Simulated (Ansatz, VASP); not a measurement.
## ZrB2 in VASP and in Ansatz

File INCAR:

```
PREC = Accurate
ENCUT = 520
EDIFF = 1E-8
ISMEAR = -1
SIGMA = 0.03
LREAL = False
LASPH = True
NELM = 100
ALGO = Normal
ISIF = 2
LWAVE = False
LCHARG = False
LEFG = True
NBANDS = 16
```

KPOINTS

```
Automatic mesh
0
Gamma
  13 13 10
```

The input POSCAR:

```
ZrB2
1.0
    3.1859607001      0.0000000000      0.0000000000
   -1.5929803501      2.7591229018      0.0000000000
    0.0000000000      0.0000000000      3.5433119376
Zr B
1 2
Direct
    0.0000000000      0.0000000000      0.0000000000
    0.3333333333      0.6666666667      0.5000000000
    0.6666666667      0.3333333333      0.5000000000
```

Input for Ansatz:

```yaml
crystal:
  lattice:
    - [3.1859607001, 0.0, 0.0]
    - [-1.5929803501, 2.7591229018, 0.0]
    - [0.0, 0.0, 3.5433119376]
  atoms:
    - { symbol: Zr, position: [0.0, 0.0, 0.0] }
    - { symbol: B, position: [0.3333333333, 0.6666666667, 0.5] }
    - { symbol: B, position: [0.6666666667, 0.3333333333, 0.5] }
kpoints:
  mp_grid: { grid: [13, 13, 10] }
scf:
  occupations: { method: fermi_dirac, width: 0.03 }
hamiltonian:
  xc: lda
  pseudopotentials: { kind: paw }
output:
  forces: true
  stress: true
  eigenvalues: true
  efg: { contact_densities: true }
```

Change from the starting cell: volume scaled by 1.02, PAW files.

Alike in both runs: task electric field gradients; functional LDA; k mesh 13 × 13 × 10; occupations fermi-dirac, width 0.03 eV; no spin polarisation.

|  | VASP | Ansatz |
| --- | --- | --- |
| version | VASP 6.6.1 | Ansatz 0.2.0 |
| potentials or method | VASP PAW LDA potentials, release 64 (Zr_sv, B) | PAW with Ansatz's default frozen-core files, scalar-relativistic |
| plane-wave cutoff (eV) | 520 | 420 |
| valence electrons in the cell | 18 | 18 |

Ansatz gave:

| Property | Result |
| --- | --- |
| pressure (GPa) | -11.7 |
| traceless stress, the component that is largest in VASP (GPa) | 1.05 |
| size of Vzz on the site where it differs most (V/Å²) | 46.7 |

Problem. What did VASP give for the same quantities?

Solution. Pressure (GPa): -11.3; traceless stress, the component that is largest in VASP (GPa): 1.08; size of Vzz on the site where it differs most (V/Å²): 44.3.

LDA's correlation is that of Perdew and Zunger in VASP and of Perdew and Wang (1992) in Ansatz.
